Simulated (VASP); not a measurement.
Runs of VASP 6.6.1 on PbS. The structure is that of space group R-3m (No. 166), or close to it. The cells are those of the table. 

```tsv
cell	pressure (GPa)	largest force (eV/Å)
a = 4.038 Å, angles 64.7°, 2 atoms	2.0	0.01
a = 4.003 Å, angles 63.7°, 2 atoms	5.5	0.01
a = 3.967 Å, angles 67.7°, 2 atoms	(b)	0.01
a = 4.276 Å, angles 56.2°, 2 atoms	(a)	-
a = 3.931 Å, angles 66.7°, 2 atoms	4.8	0.01
a = 4.363 Å, angles 53.5°, 2 atoms	3.8	-
```

Alike in all rows: task single point; level r2SCAN; potentials or basis VASP PAW PBE potentials, release 64 (Pb_d, S); no spin polarisation; k mesh 9 × 9 × 9; cutoff (eV) 520; smearing gaussian 0.05 eV.

Task: Estimate the missing entries.

Result: (a) 3.4; (b) 1.4.

Caveats: the PAW data sets were made with another functional, which shifts forces and pressure a little; the cell stands under pressure (at least some runs); the stress differs along the axes, from -1 to 6 GPa (at least some runs).
